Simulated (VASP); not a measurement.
# CuI (zinc blende type) (F-43m) in VASP: notebook, part 2 of 2

VASP 6.6.1.

## (5) Single point, HSE06

This run uses another cell than the first one, of 27.67 Å³/atom.

Input file POSCAR:

```
CuI
1.0
    0.0000000000      3.0245631426      3.0245631426
    3.0245631426      0.0000000000      3.0245631426
    3.0245631426      3.0245631426      0.0000000000
Cu I
1 1
Direct
    0.0000000000      0.0000000000      0.0000000000
    0.2500000000      0.2500000000      0.2500000000
```

Input file INCAR.step1:

```
SYSTEM = CuI
PREC = Accurate
ENCUT = 520
EDIFF = 1E-5
ISMEAR = -1
SIGMA = 0.05
LREAL = .FALSE.
LASPH = .TRUE.
NELM = 80
ALGO = Normal
ISIF = 2
LWAVE = .TRUE.
GGA = PE
NBANDS = 16
```

Input file INCAR.step2:

```
SYSTEM = CuI
PREC = Accurate
ENCUT = 520
EDIFF = 1E-7
ISMEAR = -1
SIGMA = 0.05
LREAL = .FALSE.
LASPH = .TRUE.
NELM = 80
ALGO = Normal
ISIF = 2
LWAVE = .FALSE.
LCHARG = .TRUE.
GGA = PE
LHFCALC = .TRUE.
HFSCREEN = 0.2079
PRECFOCK = Normal
LELF = .TRUE.
LVHAR = .TRUE.
ISTART = 1
NBANDS = 16
```

Input file KPOINTS:

```
Automatic mesh
0
G
  4 4 4
  0 0 0
```

Potentials or basis: VASP PAW PBE potentials, release 64 (Cu, I).

Command:

```console
$ cat potpaw_PBE.64/Cu/POTCAR potpaw_PBE.64/I/POTCAR > POTCAR
$ cp INCAR.step1 INCAR
$ mpirun -np 1 vasp_std > vasp.out
$ cp INCAR.step2 INCAR
$ mpirun -np 1 vasp_std > vasp.out
```

OUTCAR:

```text
SYSTEM = CuI
   PREC = Accurate
   ENCUT = 520
   EDIFF = 1E-7
   ISMEAR = -1
   LREAL = .FALSE.
   LASPH = .TRUE.
   NELM = 80
   ISIF = 2
   GGA = PE
   LHFCALC = .TRUE.
   HFSCREEN = 0.2079
   PRECFOCK = Normal
   ISTART = 1

 ion  position               nearest neighbor table
   1  0.000  0.000  0.000-   2 2.62   2 2.62   2 2.62   2 2.62
   2  0.250  0.250  0.250-   1 2.62   1 2.62   1 2.62   1 2.62

  LATTYP: Found a face centered cubic cell.
 ALAT       =     6.0491262852

  Lattice vectors:
[... 327 lines left out ...]

------------------------ aborting loop because EDIFF is reached ----------------------------------------

  FORCE on cell =-STRESS in cart. coord.  units (eV):
  Direction    XX          YY          ZZ          XY          YZ          ZX
  --------------------------------------------------------------------------------------
  -------------------------------------------------------------------------------------
  Total        0.3404658      0.3404658      0.3404658      0.0000000      0.0000000      0.0000000
  in kB        9.8574861      9.8574861      9.8574861      0.0000000      0.0000000      0.0000000
  external PRESSURE =       9.8574861 kB  Pullay stress =       0.0000000 kB

 VOLUME and BASIS-vectors are now :
 -----------------------------------------------------------------------------
  energy-cutoff  :      520.00
  volume of cell :       55.34
      direct lattice vectors                 reciprocal lattice vectors
     0.000000000  3.024563143  3.024563143    -0.165313130  0.165313130  0.165313130
     3.024563143  0.000000000  3.024563143     0.165313130 -0.165313130  0.165313130
     3.024563143  3.024563143  0.000000000     0.165313130  0.165313130 -0.165313130

 POSITION                                       TOTAL-FORCE (eV/Angst)
 -----------------------------------------------------------------------------------
      0.00000      0.00000      0.00000        -0.000000     -0.000000     -0.000000
      1.51228      1.51228      1.51228         0.000000      0.000000      0.000000
 -----------------------------------------------------------------------------------
    total drift:                                0.000048      0.000055      0.000038

  FREE ENERGIE OF THE ION-ELECTRON SYSTEM (eV)
  ---------------------------------------------------
  free  energy   TOTEN  =        -6.4336584673 eV

  energy  without entropy=       -6.4336584672  energy(sigma->0) =       -6.43365847
```

OUTCAR.step1:

```text
SYSTEM = CuI
   PREC = Accurate
   ENCUT = 520
   EDIFF = 1E-5
   ISMEAR = -1
   LREAL = .FALSE.
[... 354 lines left out ...]
      0.00000      0.00000      0.00000        -0.000000      0.000000      0.000000
      1.51228      1.51228      1.51228         0.000000     -0.000000     -0.000000
 -----------------------------------------------------------------------------------
    total drift:                               -0.000001     -0.000001     -0.000000

  FREE ENERGIE OF THE ION-ELECTRON SYSTEM (eV)
  ---------------------------------------------------
  free  energy   TOTEN  =        -5.5261919729 eV

  energy  without entropy=       -5.5261913447  energy(sigma->0) =       -5.52619166
```

OSZICAR.step1:

```text
N       E                     dE             d eps       ncg     rms          rms(c)
DAV:   1     0.100221249645E+03    0.10022E+03   -0.79113E+03   256   0.120E+03
DAV:   2     0.171444494283E+01   -0.98507E+02   -0.90229E+02   264   0.229E+02
DAV:   3    -0.551199480361E+01   -0.72264E+01   -0.71185E+01   336   0.676E+01
DAV:   4    -0.574046217730E+01   -0.22847E+00   -0.22839E+00   352   0.106E+01
DAV:   5    -0.574519550645E+01   -0.47333E-02   -0.47333E-02   368   0.148E+00    0.503E+00
DAV:   6    -0.566849316526E+01    0.76702E-01   -0.26858E+00   272   0.437E+01    0.338E+00
DAV:   7    -0.552655628457E+01    0.14194E+00   -0.63397E-01   288   0.258E+01    0.167E+00
DAV:   8    -0.552833787732E+01   -0.17816E-02   -0.38439E-02   400   0.273E+00    0.412E-01
DAV:   9    -0.552597266567E+01    0.23652E-02   -0.95174E-03   320   0.285E+00    0.120E-01
DAV:  10    -0.552618622099E+01   -0.21356E-03   -0.65491E-04   320   0.172E-01    0.356E-02
DAV:  11    -0.552619216384E+01   -0.59428E-05   -0.13082E-04   296   0.314E-01    0.275E-02
DAV:  12    -0.552619197285E+01    0.19098E-06   -0.73784E-06   224   0.395E-02
   1 F= -.55261920E+01 E0= -.55261917E+01  d E =-.628158E-06
```

It took 7.9 min on 1 thread of AMD EPYC 7R13 (Zen 3), shared host; peak memory 0.26 GiB.

Results:

```yaml
Free_energy: -6.4337 eV
Pressure: 1.0 GPa
Band_gap_on_the_k_mesh: 2.61 eV
```

Levels at points of the mesh, in eV from the valence-band top:
```tsv
k point	band 7	band 8	band 9	band 10	band 11	band 12
(0.00, 0.00, 0.00)	0.00	0.00	0.00	2.61	6.29	6.29
(0.50, 0.00, 0.00)	-2.43	-0.84	-0.84	3.60	6.80	6.80
(0.50, 0.50, 0.00)	-2.31	-1.96	-1.96	3.87	4.26	10.92
```

Caveat: the k points lie up to 0.45 Å⁻¹ apart; the PAW data sets were made with another functional, which shifts forces and pressure a little; spin-orbit coupling is left out, which moves the levels of the heavy elements.

## (6) The runs side by side

```csv
cell,gap on the mesh (eV),pressure (GPa)
"a = 4.188 Å, angles 60.0°, 2 atoms",2.75,3.9
"a = 4.233 Å, angles 60.0°, 2 atoms",2.67,2.3
"a = 4.277 Å, angles 60.0°, 2 atoms",2.61,1.0
```

Alike in all rows: task single point; level HSE06; potentials or basis VASP PAW PBE potentials, release 64 (Cu, I); no spin polarisation; k mesh 4 × 4 × 4; cutoff (eV) 520; smearing fermi-dirac 0.05 eV.

Caveats: all runs use coarse meshes; the PAW data sets were made with another functional, which shifts forces and pressure a little; spin-orbit coupling is left out, which moves the levels of the heavy elements.

Total energies depend on the potentials used, so only differences within one code and one set of settings carry meaning.
